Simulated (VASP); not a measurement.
## Pb: relaxation of cell and atoms with PBEsol

The system is Pb.

```
CELL_PARAMETERS angstrom
0.00000 2.47502 2.47502
2.47502 0.00000 2.47502
2.47502 2.47502 0.00000
ATOMIC_POSITIONS crystal
Pb 0.00000 0.00000 0.00000
```

* Program: VASP 6.6.1
* Task: relaxation of cell and atoms
* Functional: PBEsol
* Potentials or basis: VASP PAW PBE potentials, release 64 (Pb_d)
* Cutoff: 600 eV
* k mesh: 6 × 6 × 6
* Occupations: methfessel-paxton, width 0.02 eV
* Spin: no spin polarisation
* Dipole correction: no
* Further INCAR settings: ALGO = Normal; EDIFF = 1e-06; IBRION = 2; EDIFFG = -0.01; NSW = 80; ISIF = 3

```
Relaxed volume                         : 30.54 Å³/atom
Relaxed cell                           : a = 3.508 Å, b = 3.508 Å, c = 3.508 Å, α = 60.00°, β = 60.00°, γ = 60.00°
Space group after relaxing (to 0.05 Å) : Fm-3m (No. 225)
Energy gained by relaxing              : 0.2 meV/atom
Ionic steps                            : 3
Pressure after relaxing                : 0.0 GPa
Band gap on the k mesh                 : zero (band 7 reaches 14.39 eV, above the bottom of band 8 at 5.49 eV)
```

The path:
| step | energy change (eV) | largest force (eV/Å) | pressure (GPa) | volume (Å³) |
| --- | --- | --- | --- | --- |
| 1 | 0.0000 | 0.0000 | 0.35 | 30.32 |
| 2 | -0.0002 | 0.0000 | -0.12 | 30.62 |
| 3 | -0.0002 | 0.0000 | 0.00 | 30.54 |

Final structure:
```
CELL_PARAMETERS angstrom
0.00000 2.48087 2.48087
2.48087 0.00000 2.48087
2.48087 2.48087 0.00000
ATOMIC_POSITIONS crystal
Pb 0.00000 0.00000 0.00000
```

Levels at points of the mesh, in eV from the Fermi level:
| k point | band 3 | band 4 | band 5 | band 6 | band 7 | band 8 | band 9 | band 10 | band 11 |
| --- | --- | --- | --- | --- | --- | --- | --- | --- | --- |
| (0.00, 0.00, 0.00) | -17.14 | -17.00 | -17.00 | -11.89 | 7.19 | 7.19 | 7.19 | 9.59 | 11.06 |
| (0.50, 0.00, 0.00) | -17.13 | -16.87 | -16.87 | -8.30 | -4.36 | 5.37 | 5.37 | 9.05 | 9.23 |
| (0.50, 0.50, 0.00) | -16.88 | -16.83 | -16.83 | -6.90 | -3.43 | 1.86 | 1.86 | 5.17 | 6.45 |

Wall time 8.6 s on 1 thread of Intel(R) Xeon(R) 6975P-C (Granite Rapids), on a shared host, peak memory 0.16 GiB.

Caveat: the k points lie up to 0.37 Å⁻¹ apart in the final cell; the PAW data sets were made with another functional, which shifts forces and pressure a little; spin-orbit coupling is left out, which moves the levels of the heavy elements. Zero-point motion and thermal expansion aren't in these numbers.
